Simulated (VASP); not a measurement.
Write the native input for VASP 6.6.1 that does the following.

```yaml
Task: single point
Functional: r2SCAN
Potentials_or_basis: VASP PAW PBE potentials, release 64 (K_sv)
Cutoff: 520 eV
k_mesh: 14 × 14 × 14
Occupations: fermi-dirac, width 0.1 eV
Spin: no spin polarisation
Dipole_correction: no
Further_INCAR_settings: ALGO = Normal; EDIFF = 1e-06; NBANDS = 10
```

Crystal: K.

```
K
1.0
    -2.66995    2.66995    2.66995
     2.66995   -2.66995    2.66995
     2.66995    2.66995   -2.66995
K
1
Direct
  0.00000 0.00000 0.00000
```

The input as run:

POSCAR

```
K
1.0
   -2.6699463634      2.6699463634      2.6699463634
    2.6699463634     -2.6699463634      2.6699463634
    2.6699463634      2.6699463634     -2.6699463634
K
1
Direct
    0.0000000000      0.0000000000      0.0000000000
```

INCAR.step1

```
  ALGO = Normal
  EDIFF = 1E-4
  ENCUT = 520
  GGA = PE
  ISMEAR = -1
  LASPH = T
  LCHARG = F
  LREAL = F
  LWAVE = T
  NBANDS = 10
  NELM = 80
  PREC = Accurate
  SIGMA = 0.1
```

INCAR.step2

```
  ALGO = Normal
  EDIFF = 1E-6
  ENCUT = 520
  ISIF = 2
  ISMEAR = -1
  ISTART = 1
  LASPH = T
  LCHARG = F
  LMIXTAU = T
  LREAL = F
  LWAVE = F
  METAGGA = R2SCAN
  NBANDS = 10
  NELM = 80
  PREC = Accurate
  SIGMA = 0.1
```

KPOINTS

```
k-points
0
Gamma
  14 14 14
```

Potentials or basis: VASP PAW PBE potentials, release 64 (K_sv).

The run is started by

```sh
$ cat potpaw_PBE.64/K_sv/POTCAR > POTCAR
$ cp INCAR.step1 INCAR
$ mpirun -np 1 vasp_std > vasp.out
$ cp INCAR.step2 INCAR
$ mpirun -np 1 vasp_std > vasp.out
```

Results of the run:

The pressure is 0.0 GPa.

Caveat: the PAW data sets were made with another functional, which shifts forces and pressure a little.

Run time: 6.4 min on 1 thread of AMD EPYC 7R13 (shared host), peak memory 0.23 GiB.
